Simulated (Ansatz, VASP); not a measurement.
**One calculation of K2Au, two programs**

```
K Au
1.0
     4.73300    0.00000    0.00000
    -2.36650    4.09890    0.00000
     0.00000    0.00000    8.05838
K Au
2 1
Direct
  0.33333 0.66667 0.24070
  0.66667 0.33333 0.75930
  0.00000 0.00000 0.00000
```

Alike in both runs: functional PBE; k mesh 12 × 12 × 6; occupations gaussian, width 0.1 eV; no spin polarisation.

Ansatz relaxed the structure, and its values are those at the end. VASP's run is a single point on that final structure, the one shown.

```csv
,VASP,Ansatz
version,VASP 6.6.1,Ansatz 0.2.0
potentials or method,"VASP PAW PBE potentials, release 64 (K_sv, Au), cutoff 520 eV","scalar-relativistic, plane waves, PAW"
valence electrons in the cell,29,37
```

```tsv
	VASP	Ansatz	Ansatz less VASP
gap on the k mesh at the Fermi level (eV)	none	none	-
pressure (GPa)	0.0	0.0	+0.01
```

A gap of «none» marks a metal or a gap that the smearing closes. VASP's potentials hold 29 valence electrons a cell and Ansatz's 37, so a difference there can come from the potentials and not from the codes.

Neither program's run includes spin-orbit coupling.
